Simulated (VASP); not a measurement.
# KBr (Fm-3m) in VASP: dielectric tensor with PBE

Aim: the dielectric tensor of KBr with PBE.

Everything below comes from runs of VASP 6.6.1. Logs are shortened: lines on timing, memory, paths and dates and some standing lists are left out, and cuts for length are marked.

### Step 1. The cell of the first run

Symmetry: Fm-3m, No. 225, cubic system. The conventional cell has a = 6.600 Å, b = 6.600 Å, c = 6.600 Å, α = 90.00°, β = 90.00°, γ = 90.00°. Within 4.3 Å of K (site symmetry m-3m) lie 6 Br at 3.30 Å. Within 4.3 Å of Br (site symmetry m-3m) lie 6 K at 3.30 Å.

### Step 2. Dielectric tensor, PBE

Contents of INCAR:

```
SYSTEM = KBr
PREC = Accurate
ENCUT = 520
EDIFF = 1E-8
ISMEAR = 0
SIGMA = 0.01
LREAL = .FALSE.
LASPH = .TRUE.
NELM = 80
ALGO = Normal
ISIF = 2
LWAVE = .FALSE.
LCHARG = .FALSE.
GGA = PE
LEPSILON = .TRUE.
```

Contents of KPOINTS:

```
Automatic mesh
0
G
  6 6 6
  0 0 0
```

Contents of POSCAR:

```
KBr
1.0
    0.0000000000      3.3000000000      3.3000000000
    3.3000000000      0.0000000000      3.3000000000
    3.3000000000      3.3000000000      0.0000000000
K Br
1 1
Direct
    0.0000000000      0.0000000000      0.0000000000
    0.5000000000      0.5000000000      0.5000000000
```

Potentials or basis: VASP PAW PBE potentials, release 64 (K_sv, Br).

On the command line:

```
cat potpaw_PBE.64/K_sv/POTCAR potpaw_PBE.64/Br/POTCAR > POTCAR
mpirun -np 1 vasp_std > vasp.out
```

OUTCAR:

```text
SYSTEM = KBr
   PREC = Accurate
   ENCUT = 520
   EDIFF = 1E-8
   ISMEAR = 0
   LREAL = .FALSE.
   LASPH = .TRUE.
   NELM = 80
   ISIF = 2
   GGA = PE
   LEPSILON = .TRUE.

 ion  position               nearest neighbor table
   1  0.000  0.000  0.000-   2 3.30   2 3.30   2 3.30   2 3.30   2 3.30   2 3.30
   2  0.500  0.500  0.500-   1 3.30   1 3.30   1 3.30   1 3.30   1 3.30   1 3.30

  LATTYP: Found a face centered cubic cell.
 ALAT       =     6.6000000000

  Lattice vectors:

 A1 = (   0.0000000000,   3.3000000000,   3.3000000000)
 A2 = (   3.3000000000,   0.0000000000,   3.3000000000)
 A3 = (   3.3000000000,   3.3000000000,   0.0000000000)

Analysis of symmetry for initial positions (statically):
=====================================================================
 Subroutine PRICEL returns:
 Original cell was already a primitive cell.

 Routine SETGRP: Setting up the symmetry group for a
 face centered cubic supercell.

 Subroutine GETGRP returns: Found 48 space group operations
 (whereof 48 operations were pure point group operations)
 out of a pool of 48 trial point group operations.

The static configuration has the point symmetry O_h .

Analysis of symmetry for dynamics (positions and initial velocities):
=====================================================================
 Subroutine PRICEL returns:
 Original cell was already a primitive cell.

 Routine SETGRP: Setting up the symmetry group for a
 face centered cubic supercell.

 Subroutine GETGRP returns: Found 48 space group operations
 (whereof 48 operations were pure point group operations)
 out of a pool of 48 trial point group operations.

The dynamic configuration has the point symmetry O_h .

 Subroutine INISYM returns: Found 48 space group operations
 (whereof 48 operations are pure point group operations),
 and found     1 'primitive' translations

----------------------------------------------------------------------------------------

                                     Primitive cell

  volume of cell :      71.8740

  direct lattice vectors                    reciprocal lattice vectors
     0.000000000  3.300000000  3.300000000    -0.151515152  0.151515152  0.151515152
     3.300000000  0.000000000  3.300000000     0.151515152 -0.151515152  0.151515152
     3.300000000  3.300000000  0.000000000     0.151515152  0.151515152 -0.151515152

  length of vectors
     4.666904756  4.666904756  4.666904756     0.262431941  0.262431941  0.262431941

  position of ions in fractional coordinates (direct lattice)
     0.000000000  0.000000000  0.000000000
     0.500000000  0.500000000  0.500000000

  ion indices of the primitive-cell ions
   primitive index   ion index
                 1           1
                 2           2

----------------------------------------------------------------------------------------

 KPOINTS: Automatic mesh

Automatic generation of k-mesh.
 Grid dimensions read from file:
 generate k-points for:    6    6    6

 Generating k-lattice:

  Cartesian coordinates                     Fractional coordinates (reciprocal lattice)
    -0.025252525  0.025252525  0.025252525     0.166666667  0.000000000  0.000000000
     0.025252525 -0.025252525  0.025252525     0.000000000  0.166666667  0.000000000
     0.025252525  0.025252525 -0.025252525     0.000000000  0.000000000  0.166666667

  Length of vectors
     0.043738657  0.043738657  0.043738657

  Shift w.r.t. Gamma in fractional coordinates (k-lattice)
     0.000000000  0.000000000  0.000000000

 Subroutine IBZKPT returns following result:
 ===========================================

 Found     16 irreducible k-points:

 Following reciprocal coordinates:
            Coordinates               Weight
  0.000000  0.000000  0.000000      1.000000
  0.166667  0.000000  0.000000      8.000000
  0.333333  0.000000  0.000000      8.000000
  0.500000  0.000000  0.000000      4.000000
  0.166667  0.166667  0.000000      6.000000
  0.333333  0.166667  0.000000     24.000000
[... 8 lines left out ...]
 -0.333333  0.333333  0.166667     24.000000
 -0.333333  0.500000  0.166667     12.000000
   k-points           NKPTS =     16   k-points in BZ     NKDIM =     16   number of bands    NBANDS=     12
   number of dos      NEDOS =    301   number of ions     NIONS =      2
   total plane-waves  NPLWV =  46656
   dimension x,y,z NGX =    36 NGY =   36 NGZ =   36
   dimension x,y,z NGXF=    72 NGYF=   72 NGZF=   72
   ions per type =               1   1
   NGX,Y,Z   is equivalent  to a cutoff of  12.82, 12.82, 12.82 a.u.
   NGXF,Y,Z  is equivalent  to a cutoff of  25.65, 25.65, 25.65 a.u.
 SYSTEM =  KBr
   PREC   = accura    normal or accurate (medium, high low for compatibility)
   ISTART =      0    job   : 0-new  1-cont  2-samecut
   ICHARG =      2    charge: 1-file 2-atom 10-const
   ISPIN  =      1    spin polarized calculation?
   LNONCOLLINEAR =      F non collinear calculations
   LSORBIT =      F    spin-orbit coupling
   LASPH  =      T    aspherical Exc in radial PAW
   ENCUT  =  520.0 eV  38.22 Ry    6.18 a.u.   8.68  8.68  8.68*2*pi/ulx,y,z
   NELM   =     80;   NELMIN=  2; NELMDL= -5     # of ELM steps
   EDIFF  = 0.1E-07   stopping-criterion for ELM
   LREAL  =      F    real-space projection
   EDIFFG = 0.1E-06   stopping-criterion for IOM
   NSW    =      0    number of steps for IOM
   IBRION =     -1    ionic relax: 0-MD 1-quasi-New 2-CG
   NFREE  =      0    steps in history (QN), initial steepest desc. (CG)
   ISIF   =      2    stress and relaxation
   ISYM   =      2    0-nonsym 1-usesym 2-fastsym
   POTIM  = 0.5000    time-step for ionic-motion
   TEBEG  =    0.0;   TEEND  =   0.0 temperature during run
   PSTRESS=    0.0 pullay stress
   NELECT =      16.0000    total number of electrons
   NUPDOWN=      -1.0000    fix difference up-down
   EMIN   =  10.00;   EMAX   =-10.00  energy-range for DOS
   EFERMI =   0.00;   METHOD = LEGACY
   ISMEAR =     0;   SIGMA  =   0.01  broadening in eV -4-tet -1-fermi 0-gaus
   EFERMI_NEDOS =   21; number of points for ismear=-14 and -15
   IALGO  =     38    algorithm
   IMIX   =      4    mixing-type and parameters
     AMIX     =   0.40;   BMIX     =  1.00
     AMIX_MAG =   1.60;   BMIX_MAG =  1.00
  volume/ion in A,a.u.               =      35.94       242.51
  Fermi-wavevector in a.u.,A,eV,Ry     =   0.992181  1.874950 13.393889  0.984423
  Thomas-Fermi vector in A             =   2.123975
   LORBIT       =      0    0 simple, 1 ext, 2 COOP (PROOUT), +10 PAW based schemes
   GGA     = PE    functional components
   LHFCALC =     F    Hartree Fock is set to
   AEXX    =    0.0000 exact exchange contribution
   IVDW    =     0    specifies the selected vdW correction
   LEPSILON=     T    determine dielectric tensor
   LRPA    =     F    only Hartree local field effects (RPA)
 non-spin polarized calculation
 Gauss-broadening in eV      SIGMA  =   0.01
  energy-cutoff  :      520.00
  volume of cell :       71.87
 maximum number of plane-waves:      1964
   NGX = 17   NGY = 17   NGZ = 17

--------------------------------------- Ionic step        1  -------------------------------------------

 number of electron      15.9999997 magnetization

 E-fermi :  -1.6290     XC(G=0):  -7.3706

 val. band max:       -1.7405815679   @ k =   0.0000   0.0000   0.0000
 cond. band min:       2.6932952979   @ k =   0.0000   0.0000   0.0000
 fundamental gap:      4.4338768659
 Fermi energy:        -1.6290490159

 k-point     1 :       0.0000    0.0000    0.0000
  band No.  band energies     occupation
      1     -29.5217      2.00000
      2     -14.0328      2.00000
      3     -12.9990      2.00000
      4     -12.9990      2.00000
      5     -12.9990      2.00000
      6      -1.7406      2.00000
      7      -1.7406      2.00000
      8      -1.7406      2.00000
      9       2.6933      0.00000
     10       5.8635      0.00000
     11       5.8635      0.00000
     12       5.8635      0.00000
[... 211 lines left out ...]
 k-point    16 :      -0.3333    0.5000    0.1667
  band No.  band energies     occupation
      1     -29.5144      2.00000
      2     -14.0096      2.00000
      3     -13.0756      2.00000
      4     -13.0484      2.00000
      5     -12.9336      2.00000
      6      -2.4482      2.00000
      7      -2.2167      2.00000
      8      -2.1890      2.00000
      9       4.8547      0.00000
     10       6.1818      0.00000
     11       6.5556      0.00000
     12       7.5003      0.00000

  FORCE on cell =-STRESS in cart. coord.  units (eV):
  Direction    XX          YY          ZZ          XY          YZ          ZX
  --------------------------------------------------------------------------------------
  -------------------------------------------------------------------------------------
  Total        0.3377517      0.3377517      0.3377517      0.0000000      0.0000000     -0.0000000
  in kB        7.5289820      7.5289820      7.5289820      0.0000000      0.0000000     -0.0000000
  external PRESSURE =       7.5289820 kB  Pullay stress =       0.0000000 kB

 VOLUME and BASIS-vectors are now :
 -----------------------------------------------------------------------------
  energy-cutoff  :      520.00
  volume of cell :       71.87
      direct lattice vectors                 reciprocal lattice vectors
     0.000000000  3.300000000  3.300000000    -0.151515152  0.151515152  0.151515152
     3.300000000  0.000000000  3.300000000     0.151515152 -0.151515152  0.151515152
     3.300000000  3.300000000  0.000000000     0.151515152  0.151515152 -0.151515152

 POSITION                                       TOTAL-FORCE (eV/Angst)
 -----------------------------------------------------------------------------------
      0.00000      0.00000      0.00000        -0.000000     -0.000000     -0.000000
      3.30000      3.30000      3.30000         0.000000      0.000000      0.000000
 -----------------------------------------------------------------------------------
    total drift:                                0.000000      0.000000      0.000000

  FREE ENERGIE OF THE ION-ELECTRON SYSTEM (eV)
  ---------------------------------------------------
  free  energy   TOTEN  =        -6.2150810407 eV

  energy  without entropy=       -6.2150810407  energy(sigma->0) =       -6.21508104

 HEAD OF MICROSCOPIC STATIC DIELECTRIC TENSOR (INDEPENDENT PARTICLE, excluding Hartree and local field effects)
 ------------------------------------------------------
           2.823367     0.000000    -0.000000
           0.000000     2.823367     0.000000
          -0.000000     0.000000     2.823367
 ------------------------------------------------------

 Free energy of the ion-electron system (eV)
  ---------------------------------------------------
  ---------------------------------------------------
  free energy    TOTEN  =        -0.35775005 eV

  energy without entropy =       -0.35775005

------------------------ aborting loop because EDIFF is reached ----------------------------------------

--------------------------------------- Ionic step        2  -------------------------------------------

------------------------ aborting loop because EDIFF is reached ----------------------------------------

--------------------------------------- Ionic step        3  -------------------------------------------

 Free energy of the ion-electron system (eV)
  ---------------------------------------------------
  ---------------------------------------------------
  free energy    TOTEN  =        -0.35775042 eV

  energy without entropy =       -0.35775042

------------------------ aborting loop because EDIFF is reached ----------------------------------------

 PIEZOELECTRIC TENSOR FIELD DIRECTION 3  (e Angst)
 -----------------------------------------------------------------------------
    -0.00010  0.00000  0.00000           ( -0.00000  0.00000  0.00000)
     0.00000 -0.00010 -0.00000           (  0.00000 -0.00000 -0.00000)
    -0.00000  0.00000 -0.00093           (  0.00000 -0.00000  0.00000)

 PIEZOELECTRIC TENSOR FIELD DIRECTION 3  (C/m^2)
 -----------------------------------------------------------------------------
    -0.00002  0.00000  0.00000
     0.00000 -0.00002 -0.00000
    -0.00000  0.00000 -0.00021

 MACROSCOPIC STATIC DIELECTRIC TENSOR (including local field effects in DFT)
 ------------------------------------------------------
           2.553032    -0.000000     0.000000
           0.000000     2.553032    -0.000000
          -0.000000    -0.000000     2.553032
 ------------------------------------------------------

 PIEZOELECTRIC TENSOR (including local field effects)  for field in x, y, z        (e  Angst)
          XX          YY          ZZ          XY          YZ          ZX
  --------------------------------------------------------------------------------
  x     0.00000     0.00000     0.00000     0.00000     0.00000     0.00000
  y     0.00000     0.00000     0.00000     0.00000     0.00000     0.00000
  z     0.00000     0.00000     0.00000     0.00000     0.00000     0.00000

 PIEZOELECTRIC TENSOR (including local field effects)  for field in x, y, z        (C/m^2)
          XX          YY          ZZ          XY          YZ          ZX
  --------------------------------------------------------------------------------
  x     0.00000     0.00000     0.00000     0.00000     0.00000     0.00000
  y     0.00000     0.00000     0.00000     0.00000     0.00000     0.00000
  z     0.00000     0.00000     0.00000     0.00000     0.00000     0.00000

 BORN EFFECTIVE CHARGES (including local field effects) (in |e|, cummulative output)
 ---------------------------------------------------------------------------------
 ion    1
    1     1.12756    -0.00000     0.00000
    2     0.00000     1.12756     0.00000
    3     0.00000     0.00000     1.12756
 ion    2
    1    -1.12756     0.00000     0.00000
    2    -0.00000    -1.12756     0.00000
    3     0.00000     0.00000    -1.12756
```

It took 3 min on 1 thread of Intel Xeon Platinum 8488C (Sapphire Rapids), shared host; peak memory 0.27 GiB.

Results:

- Band gap on the k mesh: 4.43 eV, direct
- Electronic dielectric tensor (diagonal): 2.55
- Born charges (mean of the diagonal): K +1.13; Br -1.13 e

Electronic dielectric tensor:
```
2.55 0.00 0.00
0.00 2.55 0.00
0.00 0.00 2.55
```

Born effective charge tensors (e):
atom 1, K
```
1.13 0.00 0.00
0.00 1.13 0.00
0.00 0.00 1.13
```
atom 2, Br
```
-1.13  0.00  0.00
 0.00 -1.13  0.00
 0.00  0.00 -1.13
```
